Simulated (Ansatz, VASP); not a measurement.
# CaO: VASP beside Ansatz

```
Ca O
1.0
     0.00000    2.41537    2.41537
     2.41537    0.00000    2.41537
     2.41537    2.41537    0.00000
Ca O
1 1
Direct
  0.00000 0.00000 0.00000
  0.50000 0.50000 0.50000
```

Alike in both runs: functional PBE; k mesh 8 × 8 × 8; occupations gaussian, width 0.02 eV; no spin polarisation.

Ansatz relaxed the structure, and its values are those at the end. VASP's run is a single point on that final structure, the one shown.

|  | VASP | Ansatz |
| --- | --- | --- |
| version | VASP 6.6.1 | Ansatz 0.2.0 |
| potentials or method | VASP PAW PBE potentials, release 64 (Ca_sv, O), cutoff 600 eV | scalar-relativistic, plane waves, PAW |
| valence electrons in the cell | 16 | 16 |

Ansatz gave:

- gap on the k mesh at the Fermi level (eV): 3.66
- least direct gap on the mesh (eV): 4.03
- pressure (GPa): 0.0

Q: What did VASP give for the same quantities?

A: gap on the k mesh at the Fermi level (eV): 3.64; least direct gap on the mesh (eV): 4.02; pressure (GPa): 0.4.

With one functional, cell and mesh, what is left measures potentials, basis and numerics.
